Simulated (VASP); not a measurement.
Wanted: the native input for a VASP 6.6.1 run.

```yaml
Task: single point
Functional: PBEsol
Potentials_or_basis: VASP PAW PBE potentials, release 64 (Al, Se)
Cutoff: 500 eV
k_mesh: 4 × 4 × 4
Occupations: gaussian, width 0.1 eV
Spin: no spin polarisation
Dipole_correction: no
Further_INCAR_settings: ALGO = Normal; EDIFF = 1e-06; NBANDS = 16
```

The structure of Al3Se lies in POSCAR:

```
Al3Se
1.0
    4.3255194695      0.0000000000      0.0000000000
    0.0000000000      4.3255194695      0.0000000000
    0.0000000000      0.0000000000      4.3255194695
Al Se
3 1
Direct
    0.0000000000      0.5000000000      0.5000000000
    0.5000000000      0.0000000000      0.5000000000
    0.5000000000      0.5000000000      0.0000000000
    0.0000000000      0.0000000000      0.0000000000
```

This cell differs from its parent crystal: Ga replaced by Al, lengths x 0.996, strained.

The input as run:

INCAR

```
SYSTEM = Al3Se
ALGO = Normal ; EDIFF = 1E-6
ENCUT = 500 ; GGA = PS
GGA_COMPAT = .FALSE. ; ISIF = 2
ISMEAR = 0 ; LASPH = .TRUE.
LCHARG = .FALSE. ; LREAL = .FALSE.
LWAVE = .FALSE. ; NBANDS = 16
NELM = 120 ; PREC = Accurate
SIGMA = 0.1
```

KPOINTS

```
k-points
0
G
  4 4 4
  0 0 0
```

Potentials or basis: VASP PAW PBE potentials, release 64 (Al, Se).

Launch:

```sh
$ cat potpaw_PBE.64/Al/POTCAR potpaw_PBE.64/Se/POTCAR > POTCAR
$ mpirun -np 1 vasp_std > vasp.out
```

It gave:

The pressure is -4.0 GPa and the band gap on the k mesh is zero (an odd number of electrons rules out a gap without spin polarisation).

Caveat: the k points lie up to 0.36 Å⁻¹ apart, too coarse for converged energies and pressures of a metal; the cell differs from its parent crystal (Ga replaced by Al, lengths x 0.996, strained); the PAW data sets were made with another functional, which shifts forces and pressure a little.

Run time: 12 s on 1 thread of AMD EPYC 7R43 64-Core Processor (Zen 3), with other jobs on the host, peak memory 0.14 GiB.
